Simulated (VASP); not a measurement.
Write the native input for VASP 6.6.1 that does the following.

| Quantity | Value |
| --- | --- |
| Task | single point |
| Functional | PBE |
| Potentials or basis | VASP PAW PBE potentials, release 64 (Lu) |
| Cutoff | 520 eV |
| k mesh | 13 × 13 × 12 |
| Occupations | fermi-dirac, width 0.08 eV |
| Spin | no spin polarisation |
| Dipole correction | no |
| Further INCAR settings | ALGO = Normal; EDIFF = 1e-06; NBANDS = 18 |

The structure of Lu lies in POSCAR:

```
Lu
1.0
    3.2598962382      0.0000000000      0.0000000000
   -1.6299481191      2.8231529560      0.0000000000
    0.0000000000      0.0000000000      3.2009422963
Lu
1
Direct
    0.0000000000      0.0000000000      0.0000000000
```

This isn't the form of Lu at room conditions, which is hcp.

One way to write it, as run:

INCAR

```
PREC = Accurate ; ENCUT = 520
EDIFF = 1E-6 ; ISMEAR = -1
SIGMA = 0.08 ; LREAL = F
LASPH = T ; NELM = 100
ALGO = Normal ; ISIF = 2
LWAVE = F ; LCHARG = F
GGA = PE ; NBANDS = 18
```

KPOINTS

```
regular mesh
0
Gamma
  13 13 12
```

Potentials or basis: VASP PAW PBE potentials, release 64 (Lu).

Run with:

```console
$ cat potpaw_PBE.64/Lu/POTCAR > POTCAR
$ mpirun -np 1 vasp_std > vasp.out
```

Results of the run:

```yaml
Pressure: 1.8 GPa
Band_gap_on_the_k_mesh: zero (an odd number of electrons rules out a gap without spin polarisation)
```

Caveat: spin-orbit coupling is left out, which moves the levels of the heavy elements.

Run time: 21 s on 1 thread of Intel(R) Xeon(R) 6975P-C (Granite Rapids), with other jobs on the host, peak memory 0.2 GiB.
